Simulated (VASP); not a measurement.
A run of VASP 6.6.1 is set up as follows.

File INCAR:

```
PREC = Accurate
ENCUT = 520
EDIFF = 1E-6
ISMEAR = 0
SIGMA = 0.15
LREAL = False
LASPH = True
NELM = 150
ALGO = Normal
ISIF = 2
LWAVE = False
LCHARG = False
ISPIN = 2
MAGMOM = 0.25
LORBIT = 11
NUPDOWN = 0.25
LMAXMIX = 4
GGA = PE
NBANDS = 18
```

Contents of KPOINTS:

```
regular mesh
0
Gamma
  22 22 22
```

POSCAR

```
Rh
1.0
    0.0000000000      1.7924581564      1.7924581564
    1.7924581564      0.0000000000      1.7924581564
    1.7924581564      1.7924581564      0.0000000000
Rh
1
Direct
    0.0000000000      0.0000000000      0.0000000000
```

Potentials or basis: VASP PAW PBE potentials, release 64 (Rh_pv).

Run with:

```bash
$ cat potpaw_PBE.64/Rh_pv/POTCAR > POTCAR
$ mpirun -np 1 vasp_std > vasp.out
```

Q: What does it give for the pressure?

A: 85.5 GPa.

Caveat: the cell stands under pressure; the total moment is fixed, so each spin has its own Fermi level.
